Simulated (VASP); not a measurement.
# Rh (Cmcm) in VASP: notebook

Rh is run at these levels: LDA; tasks: single point.

All numbers are computed with VASP 6.6.1; they aren't measurements. Logs are shortened: lines on timing, memory, paths and dates and some standing lists are left out, and cuts for length are marked.

## Step 1: The cell of the first run

It takes space group Cmcm (No. 63, orthorhombic). Conventional cell: a = 2.609 Å, b = 4.180 Å, c = 9.620 Å, α = 90.00°, β = 90.00°, γ = 90.00°. Within 3.3 Å of Rh (site symmetry 2/m) lie 12 Rh at 2.46 to 2.82 Å. Rh (site symmetry m2m) has 12 Rh at 2.46 to 2.82 Å within 3.3 Å.

## Step 2: Single point, LDA

File INCAR:

```
SYSTEM = Rh
PREC = Accurate ; ENCUT = 520
EDIFF = 1E-6 ; ISMEAR = 0
SIGMA = 0.15 ; LREAL = .False.
LASPH = .True. ; NELM = 100
ALGO = Fast ; ISIF = 2
LWAVE = .False. ; LCHARG = .False.
GGA = CA ; NBANDS = 38
```

File KPOINTS:

```
Automatic mesh
0
Gamma
  18 18 6
  0 0 0
```

File POSCAR:

```
Rh
1.0
    2.6086300165      0.0000000000      0.0000000000
   -1.3043150082      2.0902279086      0.0000000000
    0.0000000000      0.0000000000      9.6202383977
Rh
4
Direct
    0.0000000000      0.0000000000      0.0000000000
    0.3333333333      0.6666666667      0.2500000000
    0.0000000000      0.0000000000      0.5000000000
    0.6666666667      0.3333333333      0.7500000000
```

Potentials or basis: VASP PAW LDA potentials, release 64 (Rh_pv).

Command:

```sh
$ cat potpaw_LDA.64/Rh_pv/POTCAR > POTCAR
$ mpirun -np 1 vasp_std > vasp.out
```

OUTCAR:

```text
SYSTEM = Rh
   PREC = Accurate
   ENCUT = 520
   EDIFF = 1E-6
   ISMEAR = 0
   LREAL = .False.
   LASPH = .True.
   NELM = 100
   ISIF = 2
   GGA = CA

 ion  position               nearest neighbor table
   1  0.000  0.000  0.000-   2 2.78   4 2.78   4 2.82   2 2.82   4 2.82   2 2.82
   2  0.333  0.667  0.250-   1 2.78   3 2.78   1 2.82   3 2.82   1 2.82   3 2.82
   3  0.000  0.000  0.500-   2 2.78   4 2.78   4 2.82   2 2.82   4 2.82   2 2.82
   4  0.667  0.333  0.750-   1 2.78   3 2.78   1 2.82   3 2.82   1 2.82   3 2.82

  Warning from LATTYP: Monoclinic adjustment (A1->A3, A2->A1, A3->A2)!
  LATTYP: Found a base centered orthorhombic cell.
 ALAT       =     2.6086300165
 B/A-ratio  =     1.6025483839
 C/A-ratio  =     3.6878508400

  Lattice vectors:

 A1 = (   1.3043150082,  -2.0902279086,   0.0000000000)
 A2 = (   1.3043150083,   2.0902279086,   0.0000000000)
 A3 = (   0.0000000000,   0.0000000000,   9.6202383977)

Analysis of symmetry for initial positions (statically):
=====================================================================
 Subroutine PRICEL returns:
 Original cell was already a primitive cell.

 Routine SETGRP: Setting up the symmetry group for a
 base centered orthorhombic supercell.

 Subroutine GETGRP returns: Found  8 space group operations
 (whereof  4 operations were pure point group operations)
 out of a pool of  8 trial point group operations.

The static configuration has the point symmetry C_2h.
 The point group associated with its full space group is D_2h.

Analysis of symmetry for dynamics (positions and initial velocities):
=====================================================================
 Subroutine PRICEL returns:
 Original cell was already a primitive cell.

 Routine SETGRP: Setting up the symmetry group for a
 base centered orthorhombic supercell.

 Subroutine GETGRP returns: Found  8 space group operations
 (whereof  4 operations were pure point group operations)
 out of a pool of  8 trial point group operations.

The dynamic configuration has the point symmetry C_2h.
 The point group associated with its full space group is D_2h.

 Subroutine INISYM returns: Found  8 space group operations
 (whereof  4 operations are pure point group operations),
 and found     1 'primitive' translations

----------------------------------------------------------------------------------------

                                     Primitive cell

  volume of cell :      52.4556

  direct lattice vectors                    reciprocal lattice vectors
     2.608630016  0.000000000  0.000000000     0.383342978  0.239208365  0.000000000
[... 95 lines left out ...]
   NFREE  =      0    steps in history (QN), initial steepest desc. (CG)
   ISIF   =      2    stress and relaxation
   ISYM   =      2    0-nonsym 1-usesym 2-fastsym
   POTIM  = 0.5000    time-step for ionic-motion
   TEBEG  =    0.0;   TEEND  =   0.0 temperature during run
   PSTRESS=    0.0 pullay stress
   NELECT =      60.0000    total number of electrons
   NUPDOWN=      -1.0000    fix difference up-down
   EMIN   =  10.00;   EMAX   =-10.00  energy-range for DOS
   EFERMI =   0.00;   METHOD = LEGACY
   ISMEAR =     0;   SIGMA  =   0.15  broadening in eV -4-tet -1-fermi 0-gaus
   EFERMI_NEDOS =   21; number of points for ismear=-14 and -15
   IALGO  =     68    algorithm
   IMIX   =      4    mixing-type and parameters
     AMIX     =   0.40;   BMIX     =  1.00
     AMIX_MAG =   1.60;   BMIX_MAG =  1.00
  volume/ion in A,a.u.               =      13.11        88.50
  Fermi-wavevector in a.u.,A,eV,Ry     =   1.712095  3.235391 39.882352  2.931270
  Thomas-Fermi vector in A             =   2.790088
   LORBIT       =      0    0 simple, 1 ext, 2 COOP (PROOUT), +10 PAW based schemes
   GGA     = CA    functional components
   LHFCALC =     F    Hartree Fock is set to
   AEXX    =    0.0000 exact exchange contribution
   IVDW    =     0    specifies the selected vdW correction
   LEPSILON=     F    determine dielectric tensor
   LRPA    =     F    only Hartree local field effects (RPA)
 non-spin polarized calculation
 RMM-DIIS sequential band-by-band and
 Gauss-broadening in eV      SIGMA  =   0.15
  energy-cutoff  :      520.00
  volume of cell :       52.46
 maximum number of plane-waves:      1441
   NGX =  9   NGY =  9   NGZ = 35

 number of electron      60.0000004 magnetization

 Free energy of the ion-electron system (eV)
  ---------------------------------------------------
  ext. energy  EPLUGINS =         0.00000000
  ---------------------------------------------------
  free energy    TOTEN  =       -33.25725512 eV

  energy without entropy =      -33.19361022  energy(sigma->0) =      -33.22543267

 E-fermi :  12.5697     XC(G=0): -14.6173

 val. band max:       12.5693227626   @ k =   0.0000   0.0000   0.0000
 cond. band min:      12.5732093419   @ k =   0.1667   0.0000   0.0000
 fundamental gap:      0.0038865793
 Fermi energy:        12.5696895776

 k-point     1 :       0.0000    0.0000    0.0000
  band No.  band energies     occupation
      1     -34.1944      2.00000
      2     -33.9262      2.00000
      3     -33.9214      2.00000
      4     -33.6449      2.00000
      5     -33.5982      2.00000
      6     -33.5816      2.00000
[... 973 lines left out ...]
     37      19.2689      0.00000
     38      26.5251      0.00000

 [... further k-points ...]

------------------------ aborting loop because EDIFF is reached ----------------------------------------

  FORCE on cell =-STRESS in cart. coord.  units (eV):
  Direction    XX          YY          ZZ          XY          YZ          ZX
  --------------------------------------------------------------------------------------
  -------------------------------------------------------------------------------------
  Total        7.0255199     18.9227096     -8.9723976      0.0000000      0.0000000      0.0000000
  in kB      214.5838753    577.9655369   -274.0483103      0.0000000      0.0000000      0.0000000
  external PRESSURE =     172.8337006 kB  Pullay stress =       0.0000000 kB

 VOLUME and BASIS-vectors are now :
 -----------------------------------------------------------------------------
  energy-cutoff  :      520.00
  volume of cell :       52.46
      direct lattice vectors                 reciprocal lattice vectors
     2.608630016  0.000000000  0.000000000     0.383342978  0.239208365  0.000000000
    -1.304315008  2.090227909  0.000000000     0.000000000  0.478416730  0.000000000
     0.000000000  0.000000000  9.620238398     0.000000000  0.000000000  0.103947528

 POSITION                                       TOTAL-FORCE (eV/Angst)
 -----------------------------------------------------------------------------------
      0.00000      0.00000      0.00000         0.000000      0.000000      0.000000
     -0.00000      1.39349      2.40506         0.000000      0.071430      0.000000
      0.00000      0.00000      4.81012        -0.000000      0.000000      0.000000
      1.30432      0.69674      7.21518        -0.000000     -0.071430      0.000000
 -----------------------------------------------------------------------------------
    total drift:                                0.000000     -0.000000      0.000000

  FREE ENERGIE OF THE ION-ELECTRON SYSTEM (eV)
  ---------------------------------------------------
  free  energy   TOTEN  =       -33.2572551212 eV

  energy  without entropy=      -33.1936102186  energy(sigma->0) =      -33.22543267
```

OSZICAR:

```text
N       E                     dE             d eps       ncg     rms          rms(c)
DAV:   1     0.779935645297E+03    0.77994E+03   -0.36551E+04 28040   0.185E+03
DAV:   2    -0.897512662029E+01   -0.78891E+03   -0.76630E+03 29068   0.580E+02
DAV:   3    -0.349553863050E+02   -0.25980E+02   -0.25284E+02 30012   0.115E+02
DAV:   4    -0.352017007325E+02   -0.24631E+00   -0.24615E+00 30554   0.114E+01
DAV:   5    -0.352060171324E+02   -0.43164E-02   -0.43163E-02 30526   0.152E+00    0.256E+01
RMM:   6    -0.333588094860E+02    0.18472E+01   -0.50293E+00 27749   0.149E+01    0.100E+01
RMM:   7    -0.332736201152E+02    0.85189E-01   -0.45930E-01 28306   0.350E+00    0.333E+00
RMM:   8    -0.332606152667E+02    0.13005E-01   -0.11370E-01 28483   0.266E+00    0.839E-01
RMM:   9    -0.332584022443E+02    0.22130E-02   -0.97327E-03 29804   0.728E-01    0.364E-01
RMM:  10    -0.332572144163E+02    0.11878E-02   -0.20535E-03 29058   0.348E-01    0.988E-02
RMM:  11    -0.332572465359E+02   -0.32120E-04   -0.35317E-04 31496   0.164E-01    0.264E-02
RMM:  12    -0.332572536991E+02   -0.71632E-05   -0.96821E-05 32377   0.782E-02    0.814E-03
RMM:  13    -0.332572549410E+02   -0.12420E-05   -0.15936E-05 33678   0.263E-02    0.411E-03
RMM:  14    -0.332572551212E+02   -0.18014E-06   -0.26589E-06 17641   0.132E-02
   1 F= -.33257255E+02 E0= -.33225433E+02  d E =-.636449E-01
```

Wall time 4.7 min (1 thread of Oxide Virtual Turin-like, shared host); peak memory 0.5 GiB.

What came out:

| Item | Value |
| --- | --- |
| Free energy | -33.2573 eV |
| Pressure | 17.3 GPa |
| Largest force | 0.071 eV/Å |
| Band gap on the k mesh | zero (bands 30 and 31 overlap by 3.14 eV) |

Forces on the atoms (eV/Å):
```
Rh   0.000  0.000  0.000
Rh   0.000  0.071  0.000
Rh   0.000  0.000  0.000
Rh   0.000 -0.071  0.000
```

Caveat: the cell differs from its parent crystal (strain +e along x and -e along y +0.0367, strain +e along z and -e/2 along x and y +0.1100); the cell stands under pressure.

## Step 3: Single point, LDA

This run uses another cell than the first one, of the same volume but with other edges.

File INCAR:

```
PREC     = Accurate       # precision mode
ENCUT    = 520            # plane-wave cutoff, eV
EDIFF    = 1E-6           # SCF threshold, eV
ISMEAR   = 0              # smearing method
SIGMA    = 0.15           # smearing width, eV
LREAL    = False          # projectors in reciprocal space
LASPH    = True           # aspherical terms in the spheres
NELM     = 60             # most SCF steps
ALGO     = Fast           # electronic algorithm
ISIF     = 2              # what is computed and relaxed
LWAVE    = False          # write WAVECAR
LCHARG   = True           # write CHGCAR
LELF     = True           # ELF
LVHAR    = True         
NBANDS   = 38             # bands
```

File KPOINTS:

```
Automatic mesh
0
Gamma
  18 18 6
```

File POSCAR:

```
Rh
1.0
    2.9009283783      0.0000000000      0.0000000000
   -1.4504641891      2.3433657154      0.0000000000
    0.0000000000      0.0000000000      7.7135244811
Rh
4
Direct
    0.0000000000      0.0000000000      0.0000000000
    0.3333333333      0.6666666667      0.2500000000
    0.0000000000      0.0000000000      0.5000000000
    0.6666666667      0.3333333333      0.7500000000
```

Potentials or basis: VASP PAW LDA potentials, release 64 (Rh_pv).

Command:

```sh
$ cat potpaw_LDA.64/Rh_pv/POTCAR > POTCAR
$ mpirun -np 1 vasp_std > vasp.out
```

Run time: 5.5 min. Hardware: 1 thread of Oxide Virtual Turin-like, shared host; peak memory 0.5 GiB.

It converged, with:

* Free energy: -33.5138 eV
* Pressure: 15.4 GPa
* Largest force: 0.471 eV/Å
* Band gap on the k mesh: zero (bands 30 and 31 overlap by 2.25 eV)

Forces on the atoms (eV/Å):
```
Rh   0.000  0.000  0.000
Rh   0.000  0.471  0.000
Rh   0.000  0.000  0.000
Rh   0.000 -0.471  0.000
```

Stress tensor (GPa, compression positive):
```
-4.80  0.00  0.00
 0.00  1.74  0.00
 0.00  0.00 49.27
```

Levels at points of the mesh, in eV from the Fermi level:
| k point | band 26 | band 27 | band 28 | band 29 | band 30 | band 31 | band 32 | band 33 | band 34 | band 35 |
| --- | --- | --- | --- | --- | --- | --- | --- | --- | --- | --- |
| (0.00, 0.00, 0.00) | -2.40 | -2.22 | -1.86 | -1.71 | -1.68 | -1.50 | -0.14 | 0.18 | 0.90 | 1.12 |
| (0.50, 0.00, 0.00) | -0.27 | -0.11 | -0.11 | 0.34 | 0.73 | 0.76 | 0.80 | 1.52 | 2.11 | 3.84 |
| (0.00, 0.50, 0.00) | -0.08 | 0.16 | 0.18 | 0.62 | 0.74 | 0.86 | 1.27 | 1.52 | 2.72 | 4.43 |
| (0.00, 0.00, 0.50) | -2.40 | -1.45 | -1.45 | -0.95 | -0.95 | 0.17 | 0.17 | 0.22 | 0.22 | 0.44 |
| (0.50, 0.00, 0.50) | -1.10 | -0.29 | -0.29 | -0.13 | -0.13 | 0.61 | 0.61 | 2.48 | 2.48 | 3.93 |
| (0.00, 0.50, 0.50) | -0.85 | -0.25 | -0.25 | 0.00 | 0.00 | 0.65 | 0.65 | 2.99 | 2.99 | 4.55 |

Caveat: the cell differs from its parent crystal (strain +e along x and -e along y +0.0367, strain +e along z and -e/2 along x and y -0.1100); the cell stands under pressure.
